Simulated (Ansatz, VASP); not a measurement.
## Mo: VASP beside Ansatz

```
Mo
1.0
    -1.42220    1.73824    1.58022
     1.42220   -1.73824    1.58022
     1.42220    1.73824   -1.58022
Mo
1
Cartesian
  0.0000 0.0000 0.0000
```

Change from the starting cell: strain +e along x and -e along y -0.1000, strain +e along z and -e/2 along x and y +0.0000.

Alike in both runs: task single point; functional PBE; k mesh 20 × 20 × 20; occupations gaussian, width 0.15 eV; no spin polarisation.

|  | VASP | Ansatz |
| --- | --- | --- |
| version | VASP 6.6.1 | Ansatz 0.2.0 |
| potentials or method | VASP PAW PBE potentials, release 64 (Mo_sv), cutoff 520 eV | scalar-relativistic, plane waves, PAW |
| valence electrons in the cell | 14 | 14 |

```tsv
	VASP	Ansatz	Ansatz less VASP
gap on the k mesh at the Fermi level (eV)	none	none	-
pressure (GPa)	6.4	5.9	-0.52
traceless stress, the component that is largest in VASP (GPa)	19.35	19.33	-0.027
```

A gap of «none» marks a metal or a gap that the smearing closes.
